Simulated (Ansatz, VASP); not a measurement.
HfB2 in VASP and in Ansatz

```
CELL_PARAMETERS angstrom
3.14000 0.00000 0.00000
-1.57000 2.71932 0.00000
0.00000 0.00000 3.48000
ATOMIC_POSITIONS crystal
Hf 0.00000 0.00000 0.00000
B 0.66667 0.33333 0.50000
B 0.33333 0.66667 0.50000
```

Alike in both runs: functional r2SCAN; k mesh 7 × 7 × 6; occupations fermi-dirac, width 0.05 eV; non-collinear spin, spin-orbit coupling.

```csv
,VASP,Ansatz
version,VASP 6.6.1,Ansatz 0.2.0
potentials or method,"VASP PAW PBE potentials, release 64 (Hf_pv, B)",Ansatz PAW
plane-wave cutoff (eV),520,500
valence electrons in the cell,16,32
task,single point,band structure
```

VASP gave:

```
pressure (GPa)                                                : -1.2
traceless stress, the component that is largest in VASP (GPa) : 0.27
```

Task: What did Ansatz give for the same quantities?

Result: Pressure (GPa): -1.0; traceless stress, the component that is largest in VASP (GPa): -0.07.

VASP's potentials were made for PBE, not for r2SCAN. VASP's potentials hold 16 valence electrons a cell and Ansatz's 32, so a difference there can come from the potentials and not from the codes.
